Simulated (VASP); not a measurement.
Wanted: the native input for a VASP 6.6.1 run.

```
Task                   : electric field gradients
Functional             : PBE
Potentials or basis    : VASP PAW PBE potentials, release 64 (Pb_d)
Cutoff                 : 520 eV
k mesh                 : 7 × 7 × 4
Occupations            : fermi-dirac, width 0.08 eV
Spin                   : no spin polarisation
Dipole correction      : no
Further INCAR settings : ALGO = Normal; EDIFF = 1e-08; NBANDS = 21
```

The structure of Pb lies in POSCAR:

```
Pb
1.0
    3.4800006906      0.0000000000      0.0000000000
   -1.7400003453      3.0137690032      0.0000000000
    0.0000000000      0.0000000000      5.5900000000
Pb
2
Direct
    0.3333333333      0.6666666667      0.2500000000
    0.6666666667      0.3333333333      0.7500000000
```

This isn't the form of Pb at room conditions, which is fcc.

One way to write it, as run:

INCAR

```
SYSTEM = Pb
PREC = Accurate ; ENCUT = 520
EDIFF = 1E-8 ; ISMEAR = -1
SIGMA = 0.08 ; LREAL = .FALSE.
LASPH = .TRUE. ; NELM = 60
ALGO = Normal ; ISIF = 2
LWAVE = .FALSE. ; LCHARG = .FALSE.
GGA = PE ; LEFG = .TRUE.
NBANDS = 21
```

KPOINTS

```
regular mesh
0
G
  7 7 4
  0 0 0
```

Potentials or basis: VASP PAW PBE potentials, release 64 (Pb_d).

Launch:

```console
$ cat potpaw_PBE.64/Pb_d/POTCAR > POTCAR
$ mpirun -np 1 vasp_std > vasp.out
```

It gave:

```
Pressure                                : 3.8 GPa
Band gap on the k mesh                  : zero (bands 14 and 15 overlap by 6.54 eV)
Largest electric field gradient by atom : Pb -20.1 V/Å²
```

Caveat: the cell stands under pressure; without QUAD_EFG the Cq values of the log hold for a quadrupole moment of 1 mb, not for the nuclei; spin-orbit coupling is left out, which moves the levels of the heavy elements.

Wall time 33 s on 1 thread of Intel(R) Xeon(R) Platinum 8488C (Sapphire Rapids), with other jobs on the host, peak memory 0.17 GiB.
